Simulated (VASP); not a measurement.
# CsH6 (P1) in VASP: a series of runs, part 2 of 2

VASP 6.6.1. Earlier steps stand in the parts before.

### 3 Single point, PBE (30.27 Å³/atom)

This run uses another cell than the first one, of 30.27 Å³/atom.

The input, INCAR:

```
SYSTEM = CsH6
PREC     = Accurate       ! precision mode
ENCUT    = 520            ! plane-wave cutoff, eV
EDIFF    = 1E-6           ! SCF threshold, eV
ISMEAR   = 0              ! smearing method
SIGMA    = 0.1            ! smearing width, eV
LREAL    = .False.        ! projectors in reciprocal space
LASPH    = .True.         ! aspherical terms in the spheres
NELM     = 100            ! most SCF steps
ALGO     = Normal         ! electronic algorithm
ISIF     = 2              ! what is computed and relaxed
LWAVE    = .False.        ! write WAVECAR
LCHARG   = .False.        ! write CHGCAR
GGA      = PE             ! functional
NBANDS   = 16             ! bands
```

The input, KPOINTS:

```
Automatic mesh
0
Gamma
  8 8 6
  0 0 0
```

The input, POSCAR:

```
CsH6
1.0
    5.5560603642      0.0160584824      0.0834274692
    2.7914864471      4.8347139466      0.1570116137
    0.8671542830      1.4077614711      7.9480348156
Cs H
1 6
Direct
    0.7153594596      0.2842776170      0.0000705245
    0.3810916088      0.9482438151      0.5471143195
    0.7160994660      0.3460108190      0.4681029346
    0.0474272647      0.6234468550      0.4530022991
    0.7119782280      0.2260148086      0.5316007467
    0.3809014860      0.9569765598      0.4527730972
    0.0471424869      0.6150295257      0.5473360786
```

Potentials or basis: VASP PAW PBE potentials, release 64 (Cs_sv, H).

The run is started by

```console
> cat potpaw_PBE.64/Cs_sv/POTCAR potpaw_PBE.64/H/POTCAR > POTCAR
> mpirun -np 1 vasp_std > vasp.out
```

OUTCAR:

```text
SYSTEM = CsH6
   PREC = Accurate
   ENCUT = 520
   EDIFF = 1E-6
   ISMEAR = 0
   LREAL = .False.
   LASPH = .True.
   NELM = 100
   ISIF = 2
   GGA = PE

 ion  position               nearest neighbor table
   1  0.715  0.284  0.000-
   2  0.381  0.948  0.547-   6 0.76
   3  0.716  0.346  0.468-   5 0.75
   4  0.047  0.623  0.453-   7 0.76
   5  0.712  0.226  0.532-   3 0.75
   6  0.381  0.957  0.453-   2 0.76
   7  0.047  0.615  0.547-   4 0.76

  LATTYP: Found a triclinic cell.
 ALAT       =     5.5567098888
 B/A-ratio  =     2.9706506405
 C/A-ratio  =     2.0298125113
 COS(alpha) =     0.0019350337
 COS(beta)  =     0.6537544009
 COS(gamma) =     0.7297249917

  Lattice vectors:

 A1 = (   5.5560603642,   0.0160584824,   0.0834274692)
 A2 = (  11.9523624814,  -8.2134909749,   7.8842939958)
 A3 = (   7.4803925283,   3.4430109579,  -7.7075957327)

Analysis of symmetry for initial positions (statically):
=====================================================================
 Subroutine PRICEL returns:
 Original cell was already a primitive cell.

 Routine SETGRP: Setting up the symmetry group for a
 triclinic supercell.

 Subroutine GETGRP returns: Found  1 space group operations
 (whereof  1 operations were pure point group operations)
 out of a pool of  2 trial point group operations.

The static configuration has the point symmetry C_1 .

Analysis of symmetry for dynamics (positions and initial velocities):
=====================================================================
 Subroutine PRICEL returns:
 Original cell was already a primitive cell.

 Routine SETGRP: Setting up the symmetry group for a
 triclinic supercell.

 Subroutine GETGRP returns: Found  1 space group operations
 (whereof  1 operations were pure point group operations)
 out of a pool of  2 trial point group operations.

The dynamic configuration has the point symmetry C_1 .

 Subroutine INISYM returns: Found  1 space group operations
 (whereof  1 operations are pure point group operations),
 and found     1 'primitive' translations

----------------------------------------------------------------------------------------

                                     Primitive cell

  volume of cell :     211.8957

  direct lattice vectors                    reciprocal lattice vectors
     5.556060364  0.016058482  0.083427469     0.180303033 -0.104063824 -0.001239741
     2.791486447  4.834713947  0.157011614    -0.000048077  0.208061862 -0.036846817
     0.867154283  1.407761471  7.948034816    -0.001891622 -0.003017897  0.126558178

  length of vectors
     5.556709889  5.584935826  8.118189844     0.208182612  0.211299381  0.126608287

  position of ions in fractional coordinates (direct lattice)
     0.715359460  0.284277617  0.000070525
     0.381091609  0.948243815  0.547114319
     0.716099466  0.346010819  0.468102935
     0.047427265  0.623446855  0.453002299
     0.711978228  0.226014809  0.531600747
     0.380901486  0.956976560  0.452773097
     0.047142487  0.615029526  0.547336079

[... 38 lines left out ...]
  0.000000  0.000000  0.000000      1.000000
  0.125000 -0.000000  0.000000      2.000000
  0.250000 -0.000000  0.000000      2.000000
  0.375000 -0.000000  0.000000      2.000000
  0.500000 -0.000000  0.000000      1.000000
  0.000000  0.125000  0.000000      2.000000
[... 16 lines left out ...]
  0.125000  0.375000 -0.000000      2.000000
  0.250000  0.375000  0.000000      2.000000
 [... further k-points ...]
   k-points           NKPTS =    196   k-points in BZ     NKDIM =    196   number of bands    NBANDS=     16
   number of dos      NEDOS =    301   number of ions     NIONS =      7
   total plane-waves  NPLWV = 105840
   dimension x,y,z NGX =    42 NGY =   42 NGZ =   60
   dimension x,y,z NGXF=    84 NGYF=   84 NGZF=  120
   ions per type =               1   6
   NGX,Y,Z   is equivalent  to a cutoff of  12.57, 12.50, 12.29 a.u.
   NGXF,Y,Z  is equivalent  to a cutoff of  25.13, 25.00, 24.57 a.u.
 SYSTEM =  CsH6
   PREC   = accura    normal or accurate (medium, high low for compatibility)
   ISTART =      0    job   : 0-new  1-cont  2-samecut
   ICHARG =      2    charge: 1-file 2-atom 10-const
   ISPIN  =      1    spin polarized calculation?
   LNONCOLLINEAR =      F non collinear calculations
   LSORBIT =      F    spin-orbit coupling
   LASPH  =      T    aspherical Exc in radial PAW
   ENCUT  =  520.0 eV  38.22 Ry    6.18 a.u.  10.33 10.38 15.09*2*pi/ulx,y,z
   NELM   =    100;   NELMIN=  2; NELMDL= -5     # of ELM steps
   EDIFF  = 0.1E-05   stopping-criterion for ELM
   LREAL  =      F    real-space projection
   EDIFFG = 0.1E-04   stopping-criterion for IOM
   NSW    =      0    number of steps for IOM
   IBRION =     -1    ionic relax: 0-MD 1-quasi-New 2-CG
   NFREE  =      0    steps in history (QN), initial steepest desc. (CG)
   ISIF   =      2    stress and relaxation
   ISYM   =      2    0-nonsym 1-usesym 2-fastsym
   POTIM  = 0.5000    time-step for ionic-motion
   TEBEG  =    0.0;   TEEND  =   0.0 temperature during run
   PSTRESS=    0.0 pullay stress
   NELECT =      15.0000    total number of electrons
   NUPDOWN=      -1.0000    fix difference up-down
   EMIN   =  10.00;   EMAX   =-10.00  energy-range for DOS
   EFERMI =   0.00;   METHOD = LEGACY
   ISMEAR =     0;   SIGMA  =   0.10  broadening in eV -4-tet -1-fermi 0-gaus
   EFERMI_NEDOS =   21; number of points for ismear=-14 and -15
   IALGO  =     38    algorithm
   IMIX   =      4    mixing-type and parameters
     AMIX     =   0.40;   BMIX     =  1.00
     AMIX_MAG =   1.60;   BMIX_MAG =  1.00
  volume/ion in A,a.u.               =      30.27       204.28
  Fermi-wavevector in a.u.,A,eV,Ry     =   0.677222  1.279764  6.240039  0.458630
  Thomas-Fermi vector in A             =   1.754767
   LORBIT       =      0    0 simple, 1 ext, 2 COOP (PROOUT), +10 PAW based schemes
   GGA     = PE    functional components
   LHFCALC =     F    Hartree Fock is set to
   AEXX    =    0.0000 exact exchange contribution
   IVDW    =     0    specifies the selected vdW correction
   LEPSILON=     F    determine dielectric tensor
   LRPA    =     F    only Hartree local field effects (RPA)
 non-spin polarized calculation
 Gauss-broadening in eV      SIGMA  =   0.10
  energy-cutoff  :      520.00
  volume of cell :      211.90
 maximum number of plane-waves:      5729
 NGX is ok and might be reduce to    42
   NGX = 21   NGY = 21   NGZ = 31

 number of electron      15.0000000 magnetization

 Free energy of the ion-electron system (eV)
  ---------------------------------------------------
  ext. energy  EPLUGINS =         0.00000000
  ---------------------------------------------------
  free energy    TOTEN  =       -21.07972605 eV

  energy without entropy =      -21.07474661  energy(sigma->0) =      -21.07723633

 E-fermi :  -0.1681     XC(G=0):  -5.0206

 val. band max:       -0.1989439068   @ k =   0.3750   0.1250   0.1667
 cond. band min:      -0.1581201703   @ k =   0.3750   0.2500   0.0000
 fundamental gap:      0.0408237365
 Fermi energy:        -0.1680864533

 k-point     1 :       0.0000    0.0000    0.0000
  band No.  band energies     occupation
      1     -24.3285      2.00000
      2     -11.1619      2.00000
      3     -11.0686      2.00000
      4     -11.0681      2.00000
      5      -9.0486      2.00000
      6      -7.9311      2.00000
[... 433 lines left out ...]
      3     -11.1256      2.00000
      4     -11.0883      2.00000
      5      -8.7591      2.00000
      6      -8.1332      2.00000
[... 8 lines left out ...]
     15       3.4893      0.00000
     16       3.5491      0.00000

 [... further k-points ...]

------------------------ aborting loop because EDIFF is reached ----------------------------------------

  FORCE on cell =-STRESS in cart. coord.  units (eV):
  Direction    XX          YY          ZZ          XY          YZ          ZX
  --------------------------------------------------------------------------------------
  -------------------------------------------------------------------------------------
  Total       -0.2179531     -0.2232107     -0.1894147     -0.0054726      0.0098071      0.0060570
  in kB       -1.6479780     -1.6877315     -1.4321945     -0.0413793      0.0741529      0.0457981
  external PRESSURE =      -1.5893013 kB  Pullay stress =       0.0000000 kB

 VOLUME and BASIS-vectors are now :
 -----------------------------------------------------------------------------
  energy-cutoff  :      520.00
  volume of cell :      211.90
      direct lattice vectors                 reciprocal lattice vectors
     5.556060364  0.016058482  0.083427469     0.180303033 -0.104063824 -0.001239741
     2.791486447  4.834713947  0.157011614    -0.000048077  0.208061862 -0.036846817
     0.867154283  1.407761471  7.948034816    -0.001891622 -0.003017897  0.126558178

 POSITION                                       TOTAL-FORCE (eV/Angst)
 -----------------------------------------------------------------------------------
      4.76820      1.38599      0.10488        -0.000059      0.000100      0.000026
      5.23881      5.36081      4.52916        -0.001137     -0.000946     -0.009210
      5.35049      2.34334      3.83457        -0.003627     -0.005887      0.005841
      2.39668      3.65267      3.70232         0.001002      0.000847      0.009212
      5.04769      1.85252      4.32007         0.003645      0.005833     -0.005808
      5.18032      5.27022      3.78069         0.000597      0.001131      0.009353
      2.45340      3.74477      4.45075        -0.000420     -0.001078     -0.009415
 -----------------------------------------------------------------------------------
    total drift:                               -0.000052     -0.000024      0.000051

  FREE ENERGIE OF THE ION-ELECTRON SYSTEM (eV)
  ---------------------------------------------------
  free  energy   TOTEN  =       -21.0797260453 eV

  energy  without entropy=      -21.0747466103  energy(sigma->0) =      -21.07723633
```

Wall time 13 min (1 thread of AMD EPYC 7R13, shared host); peak memory 0.71 GiB.

What came out:

```
Free energy            : -21.0797 eV
Pressure               : -0.2 GPa
Largest force          : 0.009 eV/Å
Band gap on the k mesh : zero (an odd number of electrons rules out a gap without spin polarisation)
```

Forces on the atoms (eV/Å):
```
Cs   0.000  0.000  0.000
H   -0.001 -0.001 -0.009
H   -0.004 -0.006  0.006
H    0.001  0.001  0.009
H    0.004  0.006 -0.006
H    0.001  0.001  0.009
H    0.000 -0.001 -0.009
```

Caveat: spin-orbit coupling is left out, which moves the levels of the heavy elements; an odd number of electrons without spin polarisation forces a metal; a magnetic or distorted state may lie lower.

### 4 Single point, PBE (26.69 Å³/atom)

This run uses another cell than the first one, of 26.69 Å³/atom.

The input, INCAR:

```
SYSTEM = CsH6
PREC = Accurate
ENCUT = 520
EDIFF = 1E-7
ISMEAR = 0
SIGMA = 0.1
LREAL = .False.
LASPH = .True.
NELM = 100
ALGO = Normal
ISIF = 2
LWAVE = .False.
LCHARG = .False.
GGA = PE
NBANDS = 16
```

The input, KPOINTS:

```
regular mesh
0
Gamma
  8 8 6
  0 0 0
```

The input, POSCAR:

```
CsH6
1.0
    5.3872228978      0.0249158502      0.1384168998
    2.7147407132      4.7027448618      0.2598961590
    0.9257651481      1.5001952607      7.4795636773
Cs H
1 6
Direct
    0.7141859438      0.2868938879      0.0003500482
    0.3787642085      0.9487320342      0.5505790056
    0.7167234175      0.3463399544      0.4630347890
    0.0493713090      0.6224509367      0.4489484266
    0.7120594684      0.2244740788      0.5376099077
    0.3798499961      0.9561857591      0.4505195408
    0.0490456566      0.6149233490      0.5489582822
```

The run is started by

```console
> cat potpaw_PBE.64/Cs_sv/POTCAR potpaw_PBE.64/H/POTCAR > POTCAR
> mpirun -np 1 vasp_std > vasp.out
```

Run time: 18 min. Hardware: 1 thread of Intel Xeon 8259CL, shared host; peak memory 0.66 GiB.

Results (log left out):

- Free energy: -21.0860 eV
- Pressure: -0.1 GPa
- Largest force: 0.016 eV/Å
- Band gap on the k mesh: zero (an odd number of electrons rules out a gap without spin polarisation)

Forces in eV/Å, atoms in the order of the input:
```
Cs   0.000  0.000  0.000
H    0.000 -0.001 -0.001
H   -0.006 -0.009  0.011
H    0.001  0.001  0.002
H    0.006  0.009 -0.011
H    0.001  0.001  0.001
H   -0.001 -0.002 -0.001
```

Levels at points of the mesh, in eV from the Fermi level:
```csv
k point,band 5,band 6,band 7,band 8,band 9,band 10
"(0.00, 0.00, 0.00)",-9.11,-7.80,-7.69,-0.83,0.36,2.22
"(0.50, 0.00, 0.00)",-8.51,-8.32,-7.89,0.51,0.77,1.34
"(0.00, 0.50, 0.00)",-8.50,-8.33,-7.90,0.35,0.99,0.99
"(0.50, 0.50, 0.00)",-8.50,-8.33,-7.90,0.34,0.98,1.00
"(0.00, 0.00, 0.50)",-9.05,-7.79,-7.69,-1.39,1.50,2.28
"(0.50, 0.00, 0.50)",-8.47,-8.33,-7.89,0.11,0.72,1.57
"(0.00, 0.50, 0.50)",-8.46,-8.34,-7.89,0.23,0.77,1.16
"(0.50, 0.50, 0.50)",-8.46,-8.34,-7.89,0.24,0.78,1.13
```

Caveat: spin-orbit coupling is left out, which moves the levels of the heavy elements; an odd number of electrons without spin polarisation forces a metal; a magnetic or distorted state may lie lower.

### 5 Single point, PBE (28.34 Å³/atom)

This run uses another cell than the first one, of 28.34 Å³/atom.

The input, INCAR:

```
SYSTEM = CsH6
ALGO = Normal
EDIFF = 1E-7
ENCUT = 520
GGA = PE
ISIF = 2
ISMEAR = 0
LASPH = .True.
LCHARG = .True.
LELF = .True.
LREAL = .False.
LVHAR = .True.
LWAVE = .False.
NBANDS = 16
NELM = 80
PREC = Accurate
SIGMA = 0.1
```

The input, KPOINTS:

```
k-points
0
Gamma
  8 8 6
  0 0 0
```

The input, POSCAR:

```
CsH6
1.0
    5.4685993672      0.0181833613      0.0630053945
    2.7496144509      4.7609749955      0.1179921065
    0.8291977254      1.3456156349      7.6693048068
Cs H
1 6
Direct
    0.7155274244      0.2830796950      0.0011555886
    0.3810641051      0.9488569061      0.5492984903
    0.7160953084      0.3474210521      0.4677364326
    0.0476245601      0.6226883440      0.4503171606
    0.7121266783      0.2248624487      0.5320005333
    0.3813043262      0.9554045868      0.4516486740
    0.0462575974      0.6176869674      0.5478431208
```

The run is started by

```console
> cat potpaw_PBE.64/Cs_sv/POTCAR potpaw_PBE.64/H/POTCAR > POTCAR
> mpirun -np 1 vasp_std > vasp.out
```

It took 21 min on 1 thread of Intel Xeon 8259CL, shared host; peak memory 0.71 GiB.

Results (log left out):

- Free energy: -21.0842 eV
- Pressure: -0.1 GPa
- Largest force: 0.009 eV/Å
- Band gap on the k mesh: zero (an odd number of electrons rules out a gap without spin polarisation)

Forces on the atoms (eV/Å):
```
Cs   0.000  0.000 -0.001
H   -0.001 -0.002 -0.008
H   -0.004 -0.006  0.006
H    0.001  0.002  0.008
H    0.004  0.006 -0.005
H    0.001  0.002  0.007
H   -0.001 -0.003 -0.007
```

Levels at points of the mesh, in eV from the Fermi level:
| k point | band 4 | band 5 | band 6 | band 7 | band 8 | band 9 | band 10 | band 11 |
| --- | --- | --- | --- | --- | --- | --- | --- | --- |
| (0.00, 0.00, 0.00) | -10.89 | -9.01 | -7.80 | -7.68 | -0.84 | 0.38 | 2.25 | 2.31 |
| (0.50, 0.00, 0.00) | -10.91 | -8.48 | -8.26 | -7.86 | 0.51 | 0.82 | 1.25 | 1.78 |
| (0.00, 0.50, 0.00) | -10.91 | -8.45 | -8.28 | -7.88 | 0.41 | 0.95 | 1.03 | 2.36 |
| (0.50, 0.50, 0.00) | -10.91 | -8.45 | -8.28 | -7.88 | 0.40 | 0.96 | 1.02 | 2.38 |
| (0.00, 0.00, 0.50) | -10.89 | -8.98 | -7.79 | -7.68 | -1.31 | 1.48 | 2.26 | 2.29 |
| (0.50, 0.00, 0.50) | -10.91 | -8.45 | -8.26 | -7.86 | 0.18 | 0.71 | 1.52 | 1.92 |
| (0.00, 0.50, 0.50) | -10.91 | -8.42 | -8.29 | -7.87 | 0.26 | 0.74 | 1.22 | 2.07 |
| (0.50, 0.50, 0.50) | -10.91 | -8.42 | -8.28 | -7.87 | 0.27 | 0.74 | 1.20 | 2.09 |

Caveat: spin-orbit coupling is left out, which moves the levels of the heavy elements; an odd number of electrons without spin polarisation forces a metal; a magnetic or distorted state may lie lower.

### 6 Summary

| cell | gap on the mesh (eV) | pressure (GPa) | largest force (eV/Å) |
| --- | --- | --- | --- |
| a = 5.492, b = 5.520, c = 8.008 Å, angles 76.7, 83.0, 59.8°, 7 atoms, atomic positions A | none | -0.1 | 0.01 |
| a = 5.557, b = 5.585, c = 8.118 Å, angles 76.6, 83.0, 59.8°, 7 atoms, atomic positions B | none | -0.2 | 0.01 |
| a = 5.389, b = 5.436, c = 7.684 Å, angles 74.0, 81.6, 59.7°, 7 atoms, atomic positions C | none | -0.1 | 0.02 |
| a = 5.469, b = 5.499, c = 7.830 Å, angles 77.1, 83.2, 59.8°, 7 atoms, atomic positions D | none | -0.1 | 0.01 |

Alike in all rows: task single point; level PBE; potentials or basis VASP PAW PBE potentials, release 64 (Cs_sv, H); no spin polarisation; k mesh 8 × 8 × 6; cutoff (eV) 520; smearing gaussian 0.1 eV.

Caveats: spin-orbit coupling is left out, which moves the levels of the heavy elements; an odd number of electrons without spin polarisation forces a metal; a magnetic or distorted state may lie lower.

Total energies depend on the potentials used, so only differences within one code and one set of settings carry meaning.

The gap in the log of VASP goes by the Fermi energy; the results here count the filled bands.